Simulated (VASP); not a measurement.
Here is a VASP 6.6.1 calculation.

POSCAR

```
KTaO3
1.0
    3.9901296005      0.0000000000      0.0000000000
    0.0000000000      3.9901296005      0.0000000000
    0.0000000000      0.0000000000      3.9901296005
K Ta O
1 1 3
Direct
    0.5000000000      0.5000000000      0.5000000000
    0.0000000000      0.0000000000      0.0000000000
    0.5000000000      0.0000000000      0.0000000000
    0.0000000000      0.5000000000      0.0000000000
    0.0000000000      0.0000000000      0.5000000000
```

INCAR.step1

```
SYSTEM = KTaO3
PREC     = Accurate       ! precision mode
ENCUT    = 520            ! plane-wave cutoff, eV
ISMEAR   = 0              ! smearing method
SIGMA    = 0.02           ! smearing width, eV
LREAL    = .FALSE.        ! projectors in reciprocal space
LASPH    = .TRUE.         ! aspherical terms in the spheres
NELM     = 100            ! most SCF steps
NBANDS   = 27             ! bands
GGA      = PE             ! functional
ALGO     = Normal         ! electronic algorithm
EDIFF    = 1E-4           ! SCF threshold, eV
LWAVE    = .TRUE.         ! write WAVECAR
LCHARG   = .FALSE.        ! write CHGCAR
```

File INCAR.step2:

```
SYSTEM = KTaO3
PREC     = Accurate       ! precision mode
ENCUT    = 520            ! plane-wave cutoff, eV
EDIFF    = 1E-6           ! SCF threshold, eV
ISMEAR   = 0              ! smearing method
SIGMA    = 0.02           ! smearing width, eV
LREAL    = .FALSE.        ! projectors in reciprocal space
LASPH    = .TRUE.         ! aspherical terms in the spheres
NELM     = 100            ! most SCF steps
ALGO     = Normal         ! electronic algorithm
ISIF     = 2              ! what is computed and relaxed
LWAVE    = .FALSE.        ! write WAVECAR
LCHARG   = .TRUE.         ! write CHGCAR
METAGGA  = R2SCAN         ! meta-GGA
LMIXTAU  = .TRUE.       
LELF     = .TRUE.         ! ELF
LVHAR    = .TRUE.       
NBANDS   = 27             ! bands
ISTART   = 1
```

KPOINTS

```
Automatic mesh
0
G
  8 8 8
  0 0 0
```

Potentials or basis: VASP PAW PBE potentials, release 64 (K_sv, Ta_pv, O).

The run is started by

```console
$ cat potpaw_PBE.64/K_sv/POTCAR potpaw_PBE.64/Ta_pv/POTCAR potpaw_PBE.64/O/POTCAR > POTCAR
$ cp INCAR.step1 INCAR
$ mpirun -np 1 vasp_std > vasp.out
$ cp INCAR.step2 INCAR
$ mpirun -np 1 vasp_std > vasp.out
```

(1) Estimate the band gap on the k mesh.

(2) What does it give for the pressure?

Results:

(1) 2.60 eV, indirect (least direct gap 3.25 eV).

(2) 0.9 GPa.

Caveat: the PAW data sets were made with another functional, which shifts forces and pressure a little; spin-orbit coupling is left out, which moves the levels of the heavy elements.
